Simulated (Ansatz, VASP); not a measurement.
## One calculation of Ir, two programs

```xyz
1
Lattice="0.0000 1.9427 1.9427 1.9427 0.0000 1.9427 1.9427 1.9427 0.0000" Properties=species:S:1:pos:R:3 pbc="T T T"
Ir    0.0000    0.0000    0.0000
```

Alike in both runs: task single point; functional PBE; k mesh 18 × 18 × 18; occupations gaussian, width 0.1 eV; no spin polarisation.

|  | VASP | Ansatz |
| --- | --- | --- |
| version | VASP 6.6.1 | Ansatz 0.2.0 |
| potentials or method | VASP PAW PBE potentials, release 64 (Ir), cutoff 500 eV | scalar-relativistic, plane waves, PAW |
| valence electrons in the cell | 9 | 17 |

Ansatz gave:

* gap on the k mesh at the Fermi level (eV): none
* pressure (GPa): -3.9

Q: Estimate VASP's values.

A: gap on the k mesh at the Fermi level (eV): none; pressure (GPa): -3.4.

A gap of «none» marks a metal or a gap that the smearing closes. VASP's potentials hold 9 valence electrons a cell and Ansatz's 17, so a difference there can come from the potentials and not from the codes.

Neither program's run includes spin-orbit coupling.
